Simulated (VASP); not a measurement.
Here is a VASP 6.6.1 calculation.

The input INCAR:

```
SYSTEM = ZnPt2
PREC = Accurate
ENCUT = 520
EDIFF = 1E-6
ISMEAR = 0
SIGMA = 0.1
LREAL = .FALSE.
LASPH = .TRUE.
NELM = 80
ALGO = Normal
ISIF = 2
LWAVE = .FALSE.
LCHARG = .FALSE.
GGA = PE
NBANDS = 23
```

The input KPOINTS:

```
Automatic mesh
0
G
  6 6 6
  0 0 0
```

POSCAR

```
ZnPt2
1.0
    0.0000000000      2.9286916826      2.9286916826
    2.9286916826      0.0000000000      2.9286916826
    2.9286916826      2.9286916826      0.0000000000
Zn Pt
1 2
Direct
    0.0000000000      0.0000000000      0.0000000000
    0.2500000000      0.2500000000      0.2500000000
    0.7500000000      0.7500000000      0.7500000000
```

Potentials or basis: VASP PAW PBE potentials, release 64 (Zn, Pt).

Run with:

```console
$ cat potpaw_PBE.64/Zn/POTCAR potpaw_PBE.64/Pt/POTCAR > POTCAR
$ mpirun -np 1 vasp_std > vasp.out
```

(1) Estimate the pressure.

(2) Predict the band gap on the k mesh.

Results:

(1) 0.7 GPa.

(2) zero (band 16 reaches 6.85 eV, above the bottom of band 17 at 5.42 eV).

Caveat: spin-orbit coupling is left out, which moves the levels of the heavy elements.
